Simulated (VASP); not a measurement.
# CdS (F-43m) in VASP: notebook

CdS is run at these levels: PBEsol; tasks: elastic constants.

Program: VASP 6.6.1. These are calculated values, not measurements. Logs are shortened: lines on timing, memory, paths and dates and some standing lists are left out, and cuts for length are marked.

### Step 1. The cell of the first run

It takes space group F-43m (No. 216, cubic). The conventional cell has a = 5.766 Å, b = 5.766 Å, c = 5.766 Å, α = 90.00°, β = 90.00°, γ = 90.00°. Within 3.3 Å of Cd (site symmetry -43m) lie 4 S at 2.50 Å. S (site symmetry -43m) has 4 Cd at 2.50 Å within 3.3 Å.

### Step 2. Elastic constants, PBEsol

INCAR reads:

```
SYSTEM = CdS
PREC = Accurate
ENCUT = 600
EDIFF = 1E-8
ISMEAR = 0
SIGMA = 0.01
LREAL = .FALSE.
LASPH = .TRUE.
NELM = 100
ALGO = Normal
ISIF = 3
LWAVE = .FALSE.
LCHARG = .FALSE.
GGA = PS
IBRION = 6
NFREE = 2
POTIM = 0.015
NSW = 1
```

KPOINTS reads:

```
regular mesh
0
G
  6 6 6
  0 0 0
```

POSCAR reads:

```
CdS
1.0
    0.0000000000      2.8830542212      2.8830542212
    2.8830542212      0.0000000000      2.8830542212
    2.8830542212      2.8830542212      0.0000000000
Cd S
1 1
Direct
    0.0000000000      0.0000000000      0.0000000000
    0.7500000000      0.7500000000      0.7500000000
```

Potentials or basis: VASP PAW PBE potentials, release 64 (Cd, S).

Launch:

```console
$ cat potpaw_PBE.64/Cd/POTCAR potpaw_PBE.64/S/POTCAR > POTCAR
$ mpirun -np 1 vasp_std > vasp.out
```

OUTCAR:

```text
SYSTEM = CdS
   PREC = Accurate
   ENCUT = 600
   EDIFF = 1E-8
   ISMEAR = 0
   LREAL = .FALSE.
   LASPH = .TRUE.
   NELM = 100
   ISIF = 3
   GGA = PS
   IBRION = 6
   NFREE = 2
   POTIM = 0.015
   NSW = 1

 ion  position               nearest neighbor table
   1  0.000  0.000  0.000-   2 2.50   2 2.50   2 2.50   2 2.50
   2  0.750  0.750  0.750-   1 2.50   1 2.50   1 2.50   1 2.50

  LATTYP: Found a face centered cubic cell.
 ALAT       =     5.7661084424

  Lattice vectors:

 A1 = (   0.0000000000,   2.8830542212,   2.8830542212)
 A2 = (   2.8830542212,   0.0000000000,   2.8830542212)
 A3 = (   2.8830542212,   2.8830542212,   0.0000000000)

Analysis of symmetry for initial positions (statically):
=====================================================================
 Subroutine PRICEL returns:
 Original cell was already a primitive cell.

 Routine SETGRP: Setting up the symmetry group for a
 face centered cubic supercell.

 Subroutine GETGRP returns: Found 24 space group operations
 (whereof 24 operations were pure point group operations)
 out of a pool of 48 trial point group operations.

The static configuration has the point symmetry T_d .

Analysis of symmetry for dynamics (positions and initial velocities):
=====================================================================
 Subroutine PRICEL returns:
 Original cell was already a primitive cell.

 Routine SETGRP: Setting up the symmetry group for a
 face centered cubic supercell.

 Subroutine GETGRP returns: Found 24 space group operations
 (whereof 24 operations were pure point group operations)
 out of a pool of 48 trial point group operations.

The dynamic configuration has the point symmetry T_d .

 Subroutine INISYM returns: Found 24 space group operations
 (whereof 24 operations are pure point group operations),
 and found     1 'primitive' translations

----------------------------------------------------------------------------------------

                                     Primitive cell

  volume of cell :      47.9279

  direct lattice vectors                    reciprocal lattice vectors
     0.000000000  2.883054221  2.883054221    -0.173427193  0.173427193  0.173427193
     2.883054221  0.000000000  2.883054221     0.173427193 -0.173427193  0.173427193
     2.883054221  2.883054221  0.000000000     0.173427193  0.173427193 -0.173427193

  length of vectors
     4.077254381  4.077254381  4.077254381     0.300384709  0.300384709  0.300384709

  position of ions in fractional coordinates (direct lattice)
     0.000000000  0.000000000  0.000000000
     0.750000000  0.750000000  0.750000000

  ion indices of the primitive-cell ions
   primitive index   ion index
                 1           1
                 2           2

----------------------------------------------------------------------------------------

 KPOINTS: regular mesh

Automatic generation of k-mesh.
 Grid dimensions read from file:
 generate k-points for:    6    6    6

 Generating k-lattice:

  Cartesian coordinates                     Fractional coordinates (reciprocal lattice)
    -0.028904532  0.028904532  0.028904532     0.166666667  0.000000000  0.000000000
[... 103 lines left out ...]

  FORCE on cell =-STRESS in cart. coord.  units (eV):
  Direction    XX          YY          ZZ          XY          YZ          ZX
  --------------------------------------------------------------------------------------
  -------------------------------------------------------------------------------------
  Total        0.7226942      0.7226942      0.7226942      0.0000000      0.0000000      0.0000000
  in kB       24.1588756     24.1588756     24.1588756      0.0000000      0.0000000      0.0000000
  external PRESSURE =      24.1588756 kB  Pullay stress =       0.0000000 kB
[... 89 lines left out ...]
  FREE ENERGIE OF THE ION-ELECTRON SYSTEM (eV)
  ---------------------------------------------------
  free  energy   TOTEN  =        -6.7839598894 eV

  energy  without entropy=       -6.7839598894  energy(sigma->0) =       -6.78395989

[... ionic steps 4 to 14 ...]

--------------------------------------- Ionic step       15  -------------------------------------------

 number of electron      18.0000000 magnetization

------------------------ aborting loop because EDIFF is reached ----------------------------------------
[... 67 lines left out ...]
--------------------------------------- Ionic step       17  -------------------------------------------

 number of electron      18.0000001 magnetization

 Free energy of the ion-electron system (eV)
  ---------------------------------------------------
  ext. energy  EPLUGINS =         0.00000000
  ---------------------------------------------------
  free energy    TOTEN  =        -6.79699020 eV

  energy without entropy =       -6.79699020  energy(sigma->0) =       -6.79699020

 E-fermi :   1.6208     XC(G=0):  -9.5408

 val. band max:        1.5229456252   @ k =   0.0000   0.0000   0.0000
 cond. band min:       2.5981450416   @ k =   0.0000   0.0000   0.0000
 fundamental gap:      1.0751994164
 Fermi energy:         1.6207832959

 k-point     1 :       0.0000    0.0000    0.0000
  band No.  band energies     occupation
      1     -11.0872      2.00000
      2      -6.3628      2.00000
      3      -6.3506      2.00000
      4      -6.3386      2.00000
      5      -5.8136      2.00000
      6      -5.8135      2.00000
      7       1.5155      2.00000
      8       1.5198      2.00000
      9       1.5229      2.00000
     10       2.5981      0.00000
     11       7.9463      0.00000
     12       7.9502      0.00000
     13       7.9552      0.00000
[... 354 lines left out ...]
  band No.  band energies     occupation
      1     -10.5776      2.00000
      2      -6.1927      2.00000
      3      -6.1422      2.00000
      4      -5.8575      2.00000
      5      -5.7636      2.00000
      6      -5.3884      2.00000
      7      -2.8658      2.00000
      8      -0.1276      2.00000
      9       0.3747      2.00000
     10       5.3899      0.00000
     11       7.4216      0.00000
     12       9.0410      0.00000
     13       9.1092      0.00000

 [... further k-points ...]

------------------------ aborting loop because EDIFF is reached ----------------------------------------

  FORCE on cell =-STRESS in cart. coord.  units (eV):
  Direction    XX          YY          ZZ          XY          YZ          ZX
  --------------------------------------------------------------------------------------
  -------------------------------------------------------------------------------------
  Total        0.7228461      0.7254224      0.7254224      0.0000000     -0.1192283      0.0000000
  in kB       24.1639532     24.2500771     24.2500771      0.0000000     -3.9856722      0.0000000
  external PRESSURE =      24.2213692 kB  Pullay stress =       0.0000000 kB
[... 17 lines left out ...]
  FREE ENERGIE OF THE ION-ELECTRON SYSTEM (eV)
  ---------------------------------------------------
  free  energy   TOTEN  =        -6.7969901999 eV

  energy  without entropy=       -6.7969901999  energy(sigma->0) =       -6.79699020

 INTERNAL STRAIN TENSORS FROM STRAINED CELLS
 ============================================

 INTERNAL STRAIN TENSOR FOR ION    1 for displacements in x,y,z  (eV/Angst):
          X           Y           Z          XY          YZ          ZX
  --------------------------------------------------------------------------------
  x     0.00000     0.00000    -0.00000     0.00000    -7.95885     0.00000
  y     0.00000     0.00000    -0.00000     0.00000     0.00000    -7.95910
  z     0.00000     0.00000    -0.00000    -7.95965     0.00000     0.00000

 INTERNAL STRAIN TENSORS FROM DISPLACED ATOMS
 ============================================

 INTERNAL STRAIN TENSOR FOR ION    1 for displacements in x,y,z  (eV/Angst):
          X           Y           Z          XY          YZ          ZX
  --------------------------------------------------------------------------------
  x     0.00000     0.00000     0.00000     0.00000    -7.95602     0.00000
  y     0.00000     0.00000     0.00000     0.00000     0.00000    -7.95602
  z     0.00000     0.00000     0.00000    -7.95602     0.00000     0.00000

 INTERNAL STRAIN TENSOR FOR ION    2 for displacements in x,y,z  (eV/Angst):
          X           Y           Z          XY          YZ          ZX
  --------------------------------------------------------------------------------
  x     0.00000     0.00000     0.00000     0.00000     7.95024     0.00000
  y     0.00000     0.00000     0.00000     0.00000     0.00000     7.95024
  z     0.00000     0.00000     0.00000     7.95024     0.00000     0.00000

 Eigenvectors and eigenvalues of the dynamical matrix
 ----------------------------------------------------

   1 f  =    7.472186 THz    46.949129 2PiTHz  249.245293 cm-1    30.902464 meV
             X         Y         Z           dx          dy          dz
      0.000000  0.000000  0.000000     0.000000    0.000000   -0.471288
      4.324581  4.324581  4.324581     0.000000    0.000000    0.881979
[... 21 lines left out ...]
   6 f/i=    0.001504 THz     0.009448 2PiTHz    0.050156 cm-1     0.006219 meV
             X         Y         Z           dx          dy          dz
      0.000000  0.000000  0.000000    -0.575650    0.499747    0.443585
      4.324581  4.324581  4.324581    -0.307600    0.267041    0.237031

--------------------------------------------------------------------------------------------------------

 ELASTIC MODULI CONTR FROM IONIC RELAXATION (kBar)
 Direction    XX          YY          ZZ          XY          YZ          ZX
 --------------------------------------------------------------------------------
 XX          -0.0000      0.0000      0.0000      0.0000      0.0000      0.0000
 YY           0.0000     -0.0000      0.0000      0.0000      0.0000      0.0000
 ZZ           0.0000      0.0000     -0.0000      0.0000      0.0000      0.0000
 XY           0.0000      0.0000      0.0000   -370.8790      0.0000      0.0000
 YZ           0.0000      0.0000      0.0000      0.0000   -370.8790      0.0000
 ZX           0.0000      0.0000      0.0000      0.0000      0.0000   -370.8790
 --------------------------------------------------------------------------------

 TOTAL ELASTIC MODULI (kBar)
 Direction    XX          YY          ZZ          XY          YZ          ZX
 --------------------------------------------------------------------------------
 XX         811.0357    644.6385    644.6385      0.0000      0.0000      0.0000
 YY         644.6385    811.0357    644.6385      0.0000      0.0000      0.0000
 ZZ         644.6385    644.6385    811.0357      0.0000      0.0000     -0.0000
 XY           0.0000      0.0000      0.0000    244.5253      0.0000      0.0000
 YZ           0.0000      0.0000      0.0000      0.0000    244.5253      0.0000
 ZX           0.0000      0.0000     -0.0000      0.0000      0.0000    244.5253
 --------------------------------------------------------------------------------
```

Wall time 8.6 min (1 thread of Intel Xeon 8259CL, shared host); peak memory 0.29 GiB.

What came out:

```
Elastic constants C11, C12, C44                         : 81, 64, 24 GPa
Voigt bulk modulus                                      : 70 GPa
Highest phonon frequency at Γ, LO-TO splitting left out : 249 cm⁻¹
```

Phonon frequencies in cm⁻¹ (negative: imaginary):
| q point | frequencies |
| --- | --- |
| (0.000, 0.000, 0.000) | 0 0 0 249 249 249 |

Elastic tensor in Voigt notation (GPa, in the Cartesian axes of the cell as first typed):
```
81 64 64  0  0  0
64 81 64  0  0  0
64 64 81  0  0  0
 0  0  0 24  0  0
 0  0  0  0 24  0
 0  0  0  0  0 24
```

Clamped-ion elastic tensor (GPa):
```
81 64 64  0  0  0
64 81 64  0  0  0
64 64 81  0  0  0
 0  0  0 62  0  0
 0  0  0  0 62  0
 0  0  0  0  0 62
```

Caveat: the cell is under stress, which shifts elastic constants; the PAW data sets were made with another functional, which shifts forces and pressure a little.

### Step 3. Elastic constants, PBEsol

This run uses another cell than the first one, of 24.31 Å³/atom.

INCAR reads:

```
SYSTEM = CdS
  PREC = Accurate
  ENCUT = 600
  EDIFF = 1E-8
  ISMEAR = 0
  SIGMA = 0.01
  LREAL = .False.
  LASPH = .True.
  NELM = 80
  ALGO = Normal
  ISIF = 3
  LWAVE = .False.
  LCHARG = .False.
  GGA = PS
  IBRION = 6
  NFREE = 2
  POTIM = 0.015
  NSW = 1
```

KPOINTS reads:

```
regular mesh
0
Gamma
  6 6 6
  0 0 0
```

POSCAR reads:

```
CdS
1.0
    0.0000000000      2.8970028734      2.8970028734
    2.8970028734      0.0000000000      2.8970028734
    2.8970028734      2.8970028734      0.0000000000
Cd S
1 1
Direct
    0.0000000000      0.0000000000      0.0000000000
    0.7500000000      0.7500000000      0.7500000000
```

Potentials or basis: VASP PAW PBE potentials, release 64 (Cd, S).

Launch:

```console
$ cat potpaw_PBE.64/Cd/POTCAR potpaw_PBE.64/S/POTCAR > POTCAR
$ mpirun -np 1 vasp_std > vasp.out
```

OUTCAR:

```text
SYSTEM = CdS
   PREC = Accurate
   ENCUT = 600
   EDIFF = 1E-8
   ISMEAR = 0
   LREAL = .False.
   LASPH = .True.
   NELM = 80
   ISIF = 3
   GGA = PS
   IBRION = 6
   NFREE = 2
   POTIM = 0.015
   NSW = 1

 ion  position               nearest neighbor table
   1  0.000  0.000  0.000-   2 2.51   2 2.51   2 2.51   2 2.51
   2  0.750  0.750  0.750-   1 2.51   1 2.51   1 2.51   1 2.51
[... 825 lines left out ...]
             X         Y         Z           dx          dy          dz
      0.000000  0.000000  0.000000     0.000000    0.471065    0.000000
      4.345504  4.345504  4.345504     0.000000   -0.882099    0.000000
[... 21 lines left out ...]
   6 f/i=    0.000380 THz     0.002386 2PiTHz    0.012665 cm-1     0.001570 meV
             X         Y         Z           dx          dy          dz
      0.000000  0.000000  0.000000     0.000000    0.000000    0.882099
      4.345504  4.345504  4.345504     0.000000    0.000000    0.471065

--------------------------------------------------------------------------------------------------------

 ELASTIC MODULI CONTR FROM IONIC RELAXATION (kBar)
 Direction    XX          YY          ZZ          XY          YZ          ZX
 --------------------------------------------------------------------------------
 XX          -0.0000     -0.0000     -0.0000      0.0000      0.0000      0.0000
 YY          -0.0000     -0.0000     -0.0000      0.0000      0.0000     -0.0000
 ZZ          -0.0000     -0.0000     -0.0000      0.0000      0.0000      0.0000
 XY           0.0000      0.0000      0.0000   -329.2881      0.0000      0.0000
 YZ           0.0000      0.0000      0.0000      0.0000   -329.2881      0.0000
 ZX           0.0000     -0.0000      0.0000      0.0000      0.0000   -329.2881
 --------------------------------------------------------------------------------

 TOTAL ELASTIC MODULI (kBar)
 Direction    XX          YY          ZZ          XY          YZ          ZX
 --------------------------------------------------------------------------------
 XX         783.2853    605.2005    605.2005      0.0000      0.0000      0.0000
 YY         605.2005    783.2853    605.2005      0.0000      0.0000     -0.0000
 ZZ         605.2005    605.2005    783.2853      0.0000      0.0000      0.0000
 XY           0.0000      0.0000      0.0000    252.8229      0.0000      0.0000
 YZ           0.0000      0.0000      0.0000      0.0000    252.8229      0.0000
 ZX           0.0000     -0.0000      0.0000      0.0000      0.0000    252.8229
 --------------------------------------------------------------------------------
```

Wall time 8.4 min (1 thread of Intel Xeon 8259CL, shared host); peak memory 0.28 GiB.

Results:

```yaml
Elastic_constants_C11_C12_C44: 78, 61, 25 GPa
Voigt_bulk_modulus: 66 GPa
Highest_phonon_frequency_at_Γ_LO-TO_splitting_left_out: 243 cm⁻¹
```

Phonon frequencies in cm⁻¹ (negative: imaginary):
```tsv
q point	frequencies
(0.000, 0.000, 0.000)	0 0 0 243 243 243
```

Elastic tensor in Voigt notation (GPa, in the Cartesian axes of the cell as first typed):
```
78 61 61  0  0  0
61 78 61  0  0  0
61 61 78  0  0  0
 0  0  0 25  0  0
 0  0  0  0 25  0
 0  0  0  0  0 25
```

Clamped-ion elastic tensor (GPa):
```
78 61 61  0  0  0
61 78 61  0  0  0
61 61 78  0  0  0
 0  0  0 58  0  0
 0  0  0  0 58  0
 0  0  0  0  0 58
```

Caveat: the cell is under stress, which shifts elastic constants; the PAW data sets were made with another functional, which shifts forces and pressure a little.
